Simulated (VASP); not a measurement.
# Al12HO in VASP: further runs

The runs below take Al12HO through single point, with PBE.

All numbers are computed with VASP 6.6.1; they aren't measurements. Logs are shortened: lines on timing, memory, paths and dates and some standing lists are left out, and cuts for length are marked.

## (1) The cell of the first run

The cell holds a slab with vacuum, 14 atoms: a = 5.714 Å, b = 5.714 Å, c = 22.175 Å, α = 90.00°, β = 90.00°, γ = 90.00°.

## (2) Single point, PBE, collinear spin, ferromagnetic start

File INCAR:

```
PREC = Accurate
ENCUT = 520
EDIFF = 1E-6
ISMEAR = 0
SIGMA = 0.1
LREAL = False
LASPH = True
NELM = 200
ALGO = Normal
ISIF = 2
LWAVE = False
LCHARG = True
ISPIN = 2
MAGMOM = 0 0 0 0 0 0 0 0 0 0 0 0 1 0
LORBIT = 11
LDIPOL = True
IDIPOL = 3
DIPOL = 0.5 0.5 0.290
GGA = PE
LELF = True
LVHAR = True
LVACPOTAV = True
NBANDS = 38
GGA_COMPAT = False
NELMDL = -8
```

File KPOINTS:

```
regular mesh
0
Gamma
  5 5 1
```

File POSCAR:

```
Al12HO
1.0
    5.7135165837      0.0000000000      0.0000000000
    0.0000000000      5.7135165837      0.0000000000
    0.0000000000      0.0000000000     22.1746954375
Al O H
12 1 1
Direct
    0.2500000000      0.2500000000      0.1803857921
    0.2500000000      0.7500000000      0.1803857921
    0.7500000000      0.2500000000      0.1803857921
    0.7500000000      0.7500000000      0.1803857921
    0.0000000000      0.0000000000      0.2744050924
    0.0000000000      0.5000000000      0.2744050924
    0.5000000000      0.0000000000      0.2744050924
    0.5000000000      0.5000000000      0.2744050924
    0.2500000000      0.2500000000      0.3686497278
    0.2500000000      0.7500000000      0.3686497278
    0.7500000000      0.2500000000      0.3686497278
    0.7500000000      0.7500000000      0.3686497278
    0.0000000000      0.0000000000      0.3618852606
    0.0618801723      0.0618801723      0.4009399302
```

Potentials or basis: VASP PAW PBE potentials, release 64 (Al, O, H).

The run is started by

```
$ cat potpaw_PBE.64/Al/POTCAR potpaw_PBE.64/O/POTCAR potpaw_PBE.64/H/POTCAR > POTCAR
$ mpirun -np 1 vasp_std > vasp.out
```

OUTCAR:

```text
PREC = Accurate
   ENCUT = 520
   EDIFF = 1E-6
   ISMEAR = 0
   LREAL = False
   LASPH = True
   NELM = 200
   ISIF = 2
   ISPIN = 2
   LORBIT = 11
   GGA = PE
   NELMDL = -8

 ion  position               nearest neighbor table
   1  0.250  0.250  0.180-   2 2.86   3 2.86   2 2.86   3 2.86   7 2.90   8 2.90   5 2.90   6 2.90

   2  0.250  0.750  0.180-   1 2.86   4 2.86   1 2.86   4 2.86   7 2.90   8 2.90   5 2.90   6 2.90

   3  0.750  0.250  0.180-   1 2.86   4 2.86   4 2.86   1 2.86   7 2.90   8 2.90   5 2.90   6 2.90

   4  0.750  0.750  0.180-   2 2.86   3 2.86   3 2.86   2 2.86   7 2.90   8 2.90   5 2.90   6 2.90

   5  0.000  0.000  0.274-  13 1.94   7 2.86   6 2.86   6 2.86   7 2.86   2 2.90   3 2.90   4 2.90
                             1 2.90  12 2.91   9 2.91  10 2.91  11 2.91
   6  0.000  0.500  0.274-   5 2.86   8 2.86   5 2.86   8 2.86   1 2.90   2 2.90   3 2.90   4 2.90
                            11 2.91  12 2.91   9 2.91  10 2.91
   7  0.500  0.000  0.274-   5 2.86   8 2.86   8 2.86   5 2.86   1 2.90   2 2.90   3 2.90   4 2.90
                            11 2.91  12 2.91   9 2.91  10 2.91
   8  0.500  0.500  0.274-   6 2.86   7 2.86   7 2.86   6 2.86   1 2.90   2 2.90   3 2.90   4 2.90
                            11 2.91  12 2.91   9 2.91  10 2.91
   9  0.250  0.250  0.369-  14 1.68  13 2.03  10 2.86  11 2.86  10 2.86  11 2.86   7 2.91   8 2.91
                             5 2.91   6 2.91
  10  0.250  0.750  0.369-  13 2.03  12 2.86   9 2.86   9 2.86  12 2.86   6 2.91   7 2.91   8 2.91
                             5 2.91
  11  0.750  0.250  0.369-  13 2.03  12 2.86   9 2.86  12 2.86   9 2.86   6 2.91   7 2.91   8 2.91
                             5 2.91
  12  0.750  0.750  0.369-  13 2.03  11 2.86  10 2.86  11 2.86  10 2.86   6 2.91   7 2.91   8 2.91
                             5 2.91
  13  0.000  0.000  0.362-  14 1.00   5 1.94  10 2.03  11 2.03  12 2.03   9 2.03
  14  0.062  0.062  0.401-  13 1.00   9 1.68

  LATTYP: Found a simple tetragonal cell.
 ALAT       =     5.7135165837
 C/A-ratio  =     3.8810940885

  Lattice vectors:

 A1 = (   5.7135165837,   0.0000000000,   0.0000000000)
 A2 = (   0.0000000000,   5.7135165837,   0.0000000000)
 A3 = (   0.0000000000,   0.0000000000,  22.1746954375)

Analysis of symmetry for initial positions (statically):
=====================================================================
 Subroutine PRICEL returns:
 Original cell was already a primitive cell.

 Routine SETGRP: Setting up the symmetry group for a
 simple tetragonal supercell.

 Subroutine GETGRP returns: Found  2 space group operations
 (whereof  2 operations were pure point group operations)
 out of a pool of 16 trial point group operations.

The static configuration has the point symmetry C_1h.

Analysis of symmetry for dynamics (positions and initial velocities):
=====================================================================
 Subroutine PRICEL returns:
 Original cell was already a primitive cell.

 Routine SETGRP: Setting up the symmetry group for a
 simple tetragonal supercell.

 Subroutine GETGRP returns: Found  2 space group operations
 (whereof  2 operations were pure point group operations)
 out of a pool of 16 trial point group operations.

The dynamic configuration has the point symmetry C_1h.

Analysis of structural, dynamic, and magnetic symmetry:
=====================================================================
 Subroutine PRICEL returns:
 Original cell was already a primitive cell.

 Routine SETGRP: Setting up the symmetry group for a
 simple tetragonal supercell.

 Subroutine GETGRP returns: Found  2 space group operations
 (whereof  2 operations were pure point group operations)
 out of a pool of 16 trial point group operations.

The overall configuration has the point symmetry C_1h.

 Subroutine INISYM returns: Found  2 space group operations
 (whereof  2 operations are pure point group operations),
 and found     1 'primitive' translations

----------------------------------------------------------------------------------------

                                     Primitive cell

  volume of cell :     723.8768
[... 106 lines left out ...]
   TEBEG  =    0.0;   TEEND  =   0.0 temperature during run
   PSTRESS=    0.0 pullay stress
   NELECT =      43.0000    total number of electrons
   NUPDOWN=      -1.0000    fix difference up-down
   EMIN   =  10.00;   EMAX   =-10.00  energy-range for DOS
   EFERMI =   0.00;   METHOD = LEGACY
   ISMEAR =     0;   SIGMA  =   0.10  broadening in eV -4-tet -1-fermi 0-gaus
   EFERMI_NEDOS =   21; number of points for ismear=-14 and -15
   IALGO  =     38    algorithm
   IMIX   =      4    mixing-type and parameters
     AMIX     =   0.40;   BMIX     =  1.00
     AMIX_MAG =   1.60;   BMIX_MAG =  1.00
  volume/ion in A,a.u.               =      51.71       348.93
  Fermi-wavevector in a.u.,A,eV,Ry     =   0.638767  1.207095  5.551501  0.408024
  Thomas-Fermi vector in A             =   1.704219
   LORBIT       =     11    0 simple, 1 ext, 2 COOP (PROOUT), +10 PAW based schemes
   GGA     = PE    functional components
   LHFCALC =     F    Hartree Fock is set to
   AEXX    =    0.0000 exact exchange contribution
   IVDW    =     0    specifies the selected vdW correction
   LEPSILON=     F    determine dielectric tensor
   LRPA    =     F    only Hartree local field effects (RPA)
 spin polarized calculation
 Gauss-broadening in eV      SIGMA  =   0.10
  energy-cutoff  :      520.00
  volume of cell :      723.88
 maximum number of plane-waves:     19525
   NGX = 21   NGY = 21   NGZ = 83

 dipolmoment           0.000000      0.000000     -0.001541 electrons x Angstroem

 number of electron      42.9999993 magnetization       0.0000694

 number of electron      42.9999993 magnetization      -0.0000406

 dipolmoment           0.000000      0.000000      0.010192 electrons x Angstroem

 Free energy of the ion-electron system (eV)
  ---------------------------------------------------
  ext. energy  EPLUGINS =         0.00000000
  ---------------------------------------------------
  free energy    TOTEN  =       -48.34161957 eV

  energy without entropy =      -48.29516490  energy(sigma->0) =      -48.31839224

 E-fermi :  -0.7969     XC(G=0):  -3.8142

 val. band max:       -0.8350375789   @ k =   0.2000   0.0000   0.0000
 cond. band min:      -0.7951286525   @ k =   0.4000   0.0000   0.0000
 fundamental gap:      0.0399089265
 Fermi energy:        -0.7968682797

 spin component 1

 k-point     1 :       0.0000    0.0000    0.0000
  band No.  band energies     occupation
      1     -25.4648      1.00000
      2     -13.4315      1.00000
      3     -10.8823      1.00000
      4     -10.8026      1.00000
      5     -10.2437      1.00000
      6      -8.5057      1.00000
[... 313 lines left out ...]
     32       2.1767      0.00000
     33       2.5428      0.00000
 Fermi energy:        -0.7968682797

 spin component 2

 k-point     1 :       0.0000    0.0000    0.0000
  band No.  band energies     occupation
      1     -25.4648      1.00000
      2     -13.4315      1.00000
      3     -10.8823      1.00000
      4     -10.8026      1.00000
      5     -10.2437      1.00000
      6      -8.5057      1.00000
[... 313 lines left out ...]
     32       2.1767      0.00000
     33       2.5428      0.00000
 [bands above 33 left out]

------------------------ aborting loop because EDIFF is reached ----------------------------------------

  FORCE on cell =-STRESS in cart. coord.  units (eV):
  Direction    XX          YY          ZZ          XY          YZ          ZX
  --------------------------------------------------------------------------------------
  -------------------------------------------------------------------------------------
  Total        3.8357374      3.8357374      5.1507077      1.3668614      0.3732454      0.3732446
  in kB        8.4897480      8.4897480     11.4002096      3.0253136      0.8261148      0.8261130
  external PRESSURE =       9.4599019 kB  Pullay stress =       0.0000000 kB

 VOLUME and BASIS-vectors are now :
 -----------------------------------------------------------------------------
  energy-cutoff  :      520.00
  volume of cell :      723.88
      direct lattice vectors                 reciprocal lattice vectors
     5.713516584  0.000000000  0.000000000     0.175023558  0.000000000  0.000000000
     0.000000000  5.713516584  0.000000000     0.000000000  0.175023558  0.000000000
     0.000000000  0.000000000 22.174695437     0.000000000  0.000000000  0.045096448

 POSITION                                       TOTAL-FORCE (eV/Angst)
 -----------------------------------------------------------------------------------
      1.42838      1.42838      4.00000         0.037681      0.037681      0.079855
      1.42838      4.28514      4.00000         0.052181     -0.052912      0.092418
      4.28514      1.42838      4.00000        -0.052912      0.052181      0.092418
      4.28514      4.28514      4.00000        -0.066655     -0.066655      0.007546
      0.00000      0.00000      6.08485         0.051508      0.051508     -1.917409
      0.00000      2.85676      6.08485        -0.024380      0.034812      0.132265
      2.85676      0.00000      6.08485         0.034812     -0.024380      0.132265
      2.85676      2.85676      6.08485        -0.011509     -0.011509     -0.211345
      1.42838      1.42838      8.17470         3.039314      3.039314     -0.681783
      1.42838      4.28514      8.17470         1.664013     -1.716481     -0.123908
      4.28514      1.42838      8.17470        -1.716481      1.664013     -0.123908
      4.28514      4.28514      8.17470        -1.391077     -1.391077     -0.047825
      0.00000      0.00000      8.02470        -1.748109     -1.748109     -0.703221
      0.35355      0.35355      8.89072         0.131615      0.131615      3.272630
 -----------------------------------------------------------------------------------
    total drift:                                0.000058      0.000058     -0.000276

  FREE ENERGIE OF THE ION-ELECTRON SYSTEM (eV)
  ---------------------------------------------------
  free  energy   TOTEN  =       -48.3416195702 eV

  energy  without entropy=      -48.2951649000  energy(sigma->0) =      -48.31839224

 vacuum level on the upper side and lower side of the slab         3.646         3.590

 total charge

# of ion       s       p       d       tot
------------------------------------------
    1        0.475   0.284   0.000   0.759
    2        0.475   0.283   0.000   0.757
    3        0.475   0.283   0.000   0.757
    4        0.473   0.286   0.000   0.759
    5        0.419   0.333   0.000   0.752
    6        0.418   0.348   0.000   0.766
    7        0.418   0.348   0.000   0.766
    8        0.438   0.326   0.000   0.764
    9        0.480   0.313   0.000   0.792
   10        0.479   0.283   0.000   0.762
   11        0.479   0.283   0.000   0.762
   12        0.475   0.283   0.000   0.758
   13        1.627   3.629   0.000   5.255
   14        0.587   0.143   0.000   0.730
--------------------------------------------------
tot          7.719   7.422   0.000  15.141

 magnetization (x)

# of ion       s       p       d       tot
------------------------------------------
    1        0.000   0.000   0.000   0.000
    2        0.000   0.000   0.000   0.000
    3        0.000   0.000   0.000   0.000
    4        0.000   0.000   0.000   0.000
    5        0.000   0.000   0.000   0.000
    6        0.000   0.000   0.000   0.000
    7        0.000   0.000   0.000   0.000
    8       -0.000   0.000   0.000  -0.000
    9       -0.000   0.000   0.000   0.000
   10        0.000   0.000   0.000   0.000
   11        0.000   0.000   0.000   0.000
   12        0.000   0.000   0.000   0.000
   13       -0.000  -0.000   0.000  -0.000
   14       -0.000  -0.000   0.000  -0.000
--------------------------------------------------
tot          0.000   0.000   0.000   0.000
```

It took 19 min on 1 thread of AMD EPYC 7R13 (Zen 3), shared host; peak memory 1 GiB.

Results:

```
Free energy                                           : -48.3416 eV
Largest force                                         : 4.352 eV/Å
Net moment                                            : 0.00 μB per cell
Valence electrons inside the program's atomic spheres : Al 0.76, 0.75, 0.77, 0.79 (each value once); O 5.25; H 0.73
```

Forces in eV/Å, atoms in the order of the input:
```
Al   0.038  0.038  0.080
Al   0.052 -0.053  0.092
Al  -0.053  0.052  0.092
Al  -0.067 -0.067  0.008
Al   0.052  0.052 -1.917
Al  -0.024  0.035  0.132
Al   0.035 -0.024  0.132
Al  -0.012 -0.012 -0.211
Al   3.039  3.039 -0.682
Al   1.664 -1.716 -0.124
Al  -1.716  1.664 -0.124
Al  -1.391 -1.391 -0.048
O   -1.748 -1.748 -0.703
H    0.132  0.132  3.273
```

## (3) Single point, PBE, collinear spin, ferromagnetic start

File INCAR:

```
PREC     = Accurate       # precision mode
ENCUT    = 520            # plane-wave cutoff, eV
EDIFF    = 1E-6           # SCF threshold, eV
ISMEAR   = 0              # smearing method
SIGMA    = 0.1            # smearing width, eV
LREAL    = False          # projectors in reciprocal space
LASPH    = True           # aspherical terms in the spheres
NELM     = 200            # most SCF steps
ALGO     = Normal         # electronic algorithm
ISIF     = 2              # what is computed and relaxed
LWAVE    = False          # write WAVECAR
LCHARG   = False          # write CHGCAR
ISPIN    = 2              # spin polarisation
MAGMOM   = 0 0 0 0 0 0 0 0 0 0 0 0 1 0 # initial moments
LORBIT   = 11             # projections on sites
LDIPOL   = True         
IDIPOL   = 3            
DIPOL    = 0.5 0.5 0.289
GGA      = PE             # functional
NBANDS   = 38             # bands
GGA_COMPAT= False        
NELMDL   = -8
```

KPOINTS is that of step 2.

Edit POSCAR of step 2 so:

```diff
@@ -21,2 +21,2 @@
     0.0000000000      0.0000000000      0.3618852606
-    0.0618801723      0.0618801723      0.4009399302
+    0.1071796024      0.1071796024      0.3844334846
```

Potentials or basis: VASP PAW PBE potentials, release 64 (Al, O, H).

The run is started by

```
$ cat potpaw_PBE.64/Al/POTCAR potpaw_PBE.64/O/POTCAR potpaw_PBE.64/H/POTCAR > POTCAR
$ mpirun -np 1 vasp_std > vasp.out
```

It took 15 min on 1 thread of AMD EPYC 9755, shared host; peak memory 1 GiB.

It converged, with:

```yaml
Free_energy: -45.5950 eV
Largest_force: 15.698 eV/Å
Net_moment: 0.00 μB per cell
Valence_electrons_inside_the_program's_atomic_spheres: Al 0.76, 0.75, 0.77, 0.93 (each value once); O 5.23; H 0.88
```

Forces in eV/Å, atoms in the order of the input:
```
Al   0.046  0.046  0.057
Al   0.034 -0.059  0.091
Al  -0.059  0.034  0.091
Al  -0.042 -0.042 -0.015
Al  -0.030 -0.030 -1.577
Al  -0.003  0.015  0.159
Al   0.015 -0.003  0.159
Al  -0.043 -0.043 -0.190
Al  10.747 10.747 -3.925
Al   1.432 -1.548 -0.052
Al  -1.548  1.432 -0.052
Al  -1.357 -1.357  0.059
O   -3.515 -3.515 -1.863
H   -5.678 -5.678  7.056
```

Levels at points of the mesh, in eV from the Fermi level:
Spin up:
```csv
k point,band 19,band 20,band 21,band 22,band 23,band 24,band 25,band 26
"(0.00, 0.00, 0.00)",-1.12,-0.87,-0.78,-0.21,0.07,0.44,0.83,0.93
```
Spin down:
```csv
k point,band 19,band 20,band 21,band 22,band 23,band 24,band 25,band 26
"(0.00, 0.00, 0.00)",-1.12,-0.87,-0.78,-0.21,0.07,0.44,0.83,0.93
```
